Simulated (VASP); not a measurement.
Here is a VASP 6.6.1 calculation.

File INCAR:

```
  PREC = Accurate
  ENCUT = 520
  EDIFF = 1E-7
  ISMEAR = 0
  SIGMA = 0.1
  LREAL = False
  LASPH = True
  NELM = 60
  ALGO = Normal
  ISIF = 2
  LWAVE = False
  LCHARG = True
  GGA = PE
  LELF = True
  LVHAR = True
  NBANDS = 18
```

File KPOINTS:

```
Automatic mesh
0
Gamma
  6 6 4
```

POSCAR

```
Hf2H
1.0
    3.2261461692      0.0000000031      0.0000000000
   -1.6130730873      2.7939245373      0.0000000000
    0.0000000000      0.0000000000      5.1739196945
Hf H
2 1
Direct
    0.3333333333      0.6666666667      0.2579424865
    0.6666666667      0.3333333333      0.7420575135
    0.0000000000      0.0000000000      0.0000000000
```

Potentials or basis: VASP PAW PBE potentials, release 64 (Hf_pv, H).

Command:

```sh
$ cat potpaw_PBE.64/Hf_pv/POTCAR potpaw_PBE.64/H/POTCAR > POTCAR
$ mpirun -np 1 vasp_std > vasp.out
```

Predict the pressure.

-0.5 GPa.

Predict the largest force.

0.017 eV/Å.

Forces in eV/Å, atoms in the order of the input:
```
Hf   0.000  0.000 -0.017
Hf   0.000  0.000  0.017
H    0.000  0.000  0.000
```

Caveat: the k points lie up to 0.37 Å⁻¹ apart.
